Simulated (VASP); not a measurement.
# InGaAs2 (P-4m2) in VASP: further runs

InGaAs2 is run at these levels: PBEsol; tasks: single point.

Program: VASP 6.6.1. These are calculated values, not measurements. Logs are shortened: lines on timing, memory, paths and dates and some standing lists are left out, and cuts for length are marked.

**1. The cell of the first run**

Symmetry: P-4m2, No. 115, tetragonal system. The conventional cell has a = 4.267 Å, b = 4.267 Å, c = 5.962 Å, α = 90.00°, β = 90.00°, γ = 90.00°. Within 3.5 Å of In (site symmetry -4m2) lie 4 As at 2.67 Å. Within 3.4 Å of Ga (site symmetry -4m2) lie 4 As at 2.54 Å. As (site symmetry 2mm) has 2 Ga at 2.54 Å and 2 In at 2.67 Å within 3.4 Å.

**2. Single point, PBEsol (strain +0.0100 x Voigt [1, 1, 0, 0, 0, 0])**

Contents of INCAR:

```
ALGO = Normal
EDIFF = 1E-6
ENCUT = 520
GGA = PS
ISIF = 2
ISMEAR = 0
LASPH = True
LCHARG = False
LREAL = False
LWAVE = False
NBANDS = 26
NELM = 80
PREC = Accurate
SIGMA = 0.15
```

Contents of KPOINTS:

```
k-points
0
Gamma
  12 12 8
```

Contents of POSCAR:

```
InGaAs2
1.0
    4.2672512134      0.0000000000      0.0000000000
    0.0000000000      4.2672512134      0.0000000000
    0.0000000000      0.0000000000      5.9621480000
In Ga As
1 1 2
Direct
    0.0000000000      0.0000000000      0.5000000000
    0.5000000000      0.5000000000      0.0000000000
    0.5000000000      0.0000000000      0.7684750000
    0.0000000000      0.5000000000      0.2315250000
```

Potentials or basis: VASP PAW PBE potentials, release 64 (In_d, Ga_d, As).

Started as:

```bash
> cat potpaw_PBE.64/In_d/POTCAR potpaw_PBE.64/Ga_d/POTCAR potpaw_PBE.64/As/POTCAR > POTCAR
> mpirun -np 1 vasp_std > vasp.out
```

OUTCAR:

```text
EDIFF = 1E-6
   ENCUT = 520
   GGA = PS
   ISIF = 2
   ISMEAR = 0
   LASPH = True
   LREAL = False
   NELM = 80
   PREC = Accurate

 ion  position               nearest neighbor table
   1  0.000  0.000  0.500-   3 2.67   4 2.67   4 2.67   3 2.67
   2  0.500  0.500  0.000-   3 2.54   4 2.54   3 2.54   4 2.54
   3  0.500  0.000  0.768-   2 2.54   2 2.54   1 2.67   1 2.67
   4  0.000  0.500  0.232-   2 2.54   2 2.54   1 2.67   1 2.67

  LATTYP: Found a simple tetragonal cell.
 ALAT       =     4.2672512134
 C/A-ratio  =     1.3971870185

  Lattice vectors:

 A1 = (   4.2672512134,   0.0000000000,   0.0000000000)
 A2 = (   0.0000000000,   4.2672512134,   0.0000000000)
 A3 = (   0.0000000000,   0.0000000000,   5.9621480000)

Analysis of symmetry for initial positions (statically):
=====================================================================
 Subroutine PRICEL returns:
 Original cell was already a primitive cell.

 Routine SETGRP: Setting up the symmetry group for a
 simple tetragonal supercell.

 Subroutine GETGRP returns: Found  8 space group operations
 (whereof  8 operations were pure point group operations)
 out of a pool of 16 trial point group operations.

The static configuration has the point symmetry D_2d.

Analysis of symmetry for dynamics (positions and initial velocities):
=====================================================================
 Subroutine PRICEL returns:
 Original cell was already a primitive cell.

 Routine SETGRP: Setting up the symmetry group for a
 simple tetragonal supercell.

 Subroutine GETGRP returns: Found  8 space group operations
 (whereof  8 operations were pure point group operations)
 out of a pool of 16 trial point group operations.

The dynamic configuration has the point symmetry D_2d.

 Subroutine INISYM returns: Found  8 space group operations
 (whereof  8 operations are pure point group operations),
 and found     1 'primitive' translations

----------------------------------------------------------------------------------------

                                     Primitive cell

  volume of cell :     108.5673

  direct lattice vectors                    reciprocal lattice vectors
     4.267251213  0.000000000  0.000000000     0.234342894  0.000000000  0.000000000
     0.000000000  4.267251213  0.000000000     0.000000000  0.234342894  0.000000000
     0.000000000  0.000000000  5.962148000     0.000000000  0.000000000  0.167724786

  length of vectors
     4.267251213  4.267251213  5.962148000     0.234342894  0.234342894  0.167724786

  position of ions in fractional coordinates (direct lattice)
     0.000000000  0.000000000  0.500000000
     0.500000000  0.500000000  0.000000000
     0.500000000  0.000000000  0.768475000
     0.000000000  0.500000000  0.231525000

  ion indices of the primitive-cell ions
   primitive index   ion index
                 1           1
                 2           2
                 3           3
                 4           4

----------------------------------------------------------------------------------------

 KPOINTS: k-points

Automatic generation of k-mesh.
 Grid dimensions read from file:
 generate k-points for:   12   12    8

 Generating k-lattice:

  Cartesian coordinates                     Fractional coordinates (reciprocal lattice)
     0.019528575  0.000000000  0.000000000     0.083333333  0.000000000  0.000000000
     0.000000000  0.019528575  0.000000000     0.000000000  0.083333333  0.000000000
     0.000000000  0.000000000  0.020965598     0.000000000  0.000000000  0.125000000

  Length of vectors
     0.019528575  0.019528575  0.020965598

  Shift w.r.t. Gamma in fractional coordinates (k-lattice)
     0.000000000  0.000000000  0.000000000

 Subroutine IBZKPT returns following result:
 ===========================================

 Found    140 irreducible k-points:

 Following reciprocal coordinates:
            Coordinates               Weight
  0.000000  0.000000  0.000000      1.000000
  0.083333  0.000000  0.000000      4.000000
  0.166667  0.000000  0.000000      4.000000
  0.250000  0.000000  0.000000      4.000000
  0.333333  0.000000  0.000000      4.000000
  0.416667  0.000000  0.000000      4.000000
[... 16 lines left out ...]
  0.333333  0.333333  0.000000      4.000000
  0.416667  0.333333  0.000000      8.000000
 [... further k-points ...]
   k-points           NKPTS =    140   k-points in BZ     NKDIM =    140   number of bands    NBANDS=     26
   number of dos      NEDOS =    301   number of ions     NIONS =      4
   total plane-waves  NPLWV =  49152
   dimension x,y,z NGX =    32 NGY =   32 NGZ =   48
   dimension x,y,z NGXF=    64 NGYF=   64 NGZF=   96
   ions per type =               1   1   2
   NGX,Y,Z   is equivalent  to a cutoff of  12.47, 12.47, 13.38 a.u.
   NGXF,Y,Z  is equivalent  to a cutoff of  24.93, 24.93, 26.77 a.u.
 SYSTEM =  unknown system
   PREC   = accura    normal or accurate (medium, high low for compatibility)
   ISTART =      0    job   : 0-new  1-cont  2-samecut
   ICHARG =      2    charge: 1-file 2-atom 10-const
   ISPIN  =      1    spin polarized calculation?
   LNONCOLLINEAR =      F non collinear calculations
   LSORBIT =      F    spin-orbit coupling
   LASPH  =      T    aspherical Exc in radial PAW
   ENCUT  =  520.0 eV  38.22 Ry    6.18 a.u.   7.93  7.93 11.09*2*pi/ulx,y,z
   NELM   =     80;   NELMIN=  2; NELMDL= -5     # of ELM steps
   EDIFF  = 0.1E-05   stopping-criterion for ELM
   LREAL  =      F    real-space projection
   EDIFFG = 0.1E-04   stopping-criterion for IOM
   NSW    =      0    number of steps for IOM
   IBRION =     -1    ionic relax: 0-MD 1-quasi-New 2-CG
   NFREE  =      0    steps in history (QN), initial steepest desc. (CG)
   ISIF   =      2    stress and relaxation
   ISYM   =      2    0-nonsym 1-usesym 2-fastsym
   POTIM  = 0.5000    time-step for ionic-motion
   TEBEG  =    0.0;   TEEND  =   0.0 temperature during run
   PSTRESS=    0.0 pullay stress
   NELECT =      36.0000    total number of electrons
   NUPDOWN=      -1.0000    fix difference up-down
   EMIN   =  10.00;   EMAX   =-10.00  energy-range for DOS
   EFERMI =   0.00;   METHOD = LEGACY
   ISMEAR =     0;   SIGMA  =   0.15  broadening in eV -4-tet -1-fermi 0-gaus
   EFERMI_NEDOS =   21; number of points for ismear=-14 and -15
   IALGO  =     38    algorithm
   IMIX   =      4    mixing-type and parameters
     AMIX     =   0.40;   BMIX     =  1.00
     AMIX_MAG =   1.60;   BMIX_MAG =  1.00
  volume/ion in A,a.u.               =      27.14       183.16
  Fermi-wavevector in a.u.,A,eV,Ry     =   1.133120  2.141286 17.469352  1.283961
  Thomas-Fermi vector in A             =   2.269822
   LORBIT       =      0    0 simple, 1 ext, 2 COOP (PROOUT), +10 PAW based schemes
   GGA     = PS    functional components
   LHFCALC =     F    Hartree Fock is set to
   AEXX    =    0.0000 exact exchange contribution
   IVDW    =     0    specifies the selected vdW correction
   LEPSILON=     F    determine dielectric tensor
   LRPA    =     F    only Hartree local field effects (RPA)
 non-spin polarized calculation
 Gauss-broadening in eV      SIGMA  =   0.15
  energy-cutoff  :      520.00
  volume of cell :      108.57
 maximum number of plane-waves:      2954
 NGX is ok and might be reduce to    32
   NGX = 15   NGY = 15   NGZ = 23

 number of electron      36.0000002 magnetization

 Free energy of the ion-electron system (eV)
  ---------------------------------------------------
  ext. energy  EPLUGINS =         0.00000000
  ---------------------------------------------------
  free energy    TOTEN  =       -17.41989615 eV

  energy without entropy =      -17.41951012  energy(sigma->0) =      -17.41970314

 E-fermi :   3.5249     XC(G=0):  -9.1754

 val. band max:        3.4055797530   @ k =   0.0000   0.0000   0.0000
 cond. band min:       3.8305529721   @ k =   0.5000   0.0000   0.5000
 fundamental gap:      0.4249732191
 Fermi energy:         3.5248584876

 k-point     1 :       0.0000    0.0000    0.0000
  band No.  band energies     occupation
      1     -11.3245      2.00000
      2     -11.2766      2.00000
      3     -11.2766      2.00000
      4     -11.2507      2.00000
      5     -11.2179      2.00000
      6     -10.8622      2.00000
[... 18 lines left out ...]
     25      10.4364      0.00000
     26      12.3763      0.00000

 k-point     2 :       0.0833    0.0000    0.0000
  band No.  band energies     occupation
      1     -11.3236      2.00000
      2     -11.2781      2.00000
      3     -11.2765      2.00000
      4     -11.2501      2.00000
      5     -11.2183      2.00000
      6     -10.8598      2.00000
[... 18 lines left out ...]
     25      10.7335      0.00000
     26      11.8524      0.00000

 k-point     3 :       0.1667    0.0000    0.0000
  band No.  band energies     occupation
      1     -11.3211      2.00000
      2     -11.2820      2.00000
      3     -11.2761      2.00000
      4     -11.2487      2.00000
      5     -11.2192      2.00000
      6     -10.8536      2.00000
[... 18 lines left out ...]
     25      11.1420      0.00000
     26      11.3740      0.00000

 k-point     4 :       0.2500    0.0000    0.0000
  band No.  band energies     occupation
      1     -11.3181      2.00000
      2     -11.2870      2.00000
      3     -11.2757      2.00000
      4     -11.2466      2.00000
      5     -11.2205      2.00000
      6     -10.8462      2.00000
[... 18 lines left out ...]
     25      10.5907      0.00000
     26      10.6596      0.00000
[... 496 lines left out ...]
      1     -11.3164      2.00000
      2     -11.3071      2.00000
      3     -11.2633      2.00000
      4     -11.2415      2.00000
      5     -11.2266      2.00000
      6     -10.8324      2.00000
[... 18 lines left out ...]
     25      11.1673      0.00000
     26      11.3127      0.00000

 k-point    23 :       0.3333    0.3333    0.0000
  band No.  band energies     occupation
      1     -11.3160      2.00000
      2     -11.3087      2.00000
      3     -11.2618      2.00000
      4     -11.2423      2.00000
      5     -11.2267      2.00000
      6     -10.8268      2.00000
[... 18 lines left out ...]
     25      10.6930      0.00000
     26      10.9080      0.00000

 k-point    24 :       0.4167    0.3333    0.0000
  band No.  band energies     occupation
      1     -11.3170      2.00000
      2     -11.3121      2.00000
      3     -11.2587      2.00000
      4     -11.2414      2.00000
      5     -11.2279      2.00000
      6     -10.8270      2.00000
[... 18 lines left out ...]
     25      11.0593      0.00000
     26      11.4390      0.00000

 [... further k-points ...]

------------------------ aborting loop because EDIFF is reached ----------------------------------------

  FORCE on cell =-STRESS in cart. coord.  units (eV):
  Direction    XX          YY          ZZ          XY          YZ          ZX
  --------------------------------------------------------------------------------------
  -------------------------------------------------------------------------------------
  Total       -2.5494517     -2.5494517     -2.0048752      0.0000000      0.0000000      0.0000000
  in kB      -37.6234139    -37.6234139    -29.5868519      0.0000000      0.0000000      0.0000000
  external PRESSURE =     -34.9445599 kB  Pullay stress =       0.0000000 kB

 VOLUME and BASIS-vectors are now :
 -----------------------------------------------------------------------------
  energy-cutoff  :      520.00
  volume of cell :      108.57
      direct lattice vectors                 reciprocal lattice vectors
     4.267251213  0.000000000  0.000000000     0.234342894  0.000000000  0.000000000
     0.000000000  4.267251213  0.000000000     0.000000000  0.234342894  0.000000000
     0.000000000  0.000000000  5.962148000     0.000000000  0.000000000  0.167724786

 POSITION                                       TOTAL-FORCE (eV/Angst)
 -----------------------------------------------------------------------------------
      0.00000      0.00000      2.98107         0.000000      0.000000      0.000000
      2.13363      2.13363      0.00000         0.000000     -0.000000      0.000000
      2.13363      0.00000      4.58176        -0.000000      0.000000      0.019012
      0.00000      2.13363      1.38039         0.000000      0.000000     -0.019012
 -----------------------------------------------------------------------------------
    total drift:                                0.000000     -0.000000     -0.000000

  FREE ENERGIE OF THE ION-ELECTRON SYSTEM (eV)
  ---------------------------------------------------
  free  energy   TOTEN  =       -17.4198961495 eV

  energy  without entropy=      -17.4195101236  energy(sigma->0) =      -17.41970314
```

Run time: 7.6 min. Hardware: 1 thread of Intel Xeon 8259CL, shared host; peak memory 0.52 GiB.

Results:

```
Free energy            : -17.4199 eV
Pressure               : -3.5 GPa
Largest force          : 0.019 eV/Å
Band gap on the k mesh : zero (filled and empty bands touch)
```

Forces on the atoms (eV/Å):
```
In   0.000  0.000  0.000
Ga   0.000  0.000  0.000
As   0.000  0.000  0.019
As   0.000  0.000 -0.019
```

Caveat: the cell differs from its parent crystal (strain +0.0100 x Voigt [1, 1, 0, 0, 0, 0]); the cell stands under tension; semilocal functionals underestimate gaps, and a narrow one can read as zero; the PAW data sets were made with another functional, which shifts forces and pressure a little; spin-orbit coupling is left out, which moves the levels of the heavy elements.

(Continued in part 2 of 2.)

The gap in the log of VASP goes by the Fermi energy; the results here count the filled bands.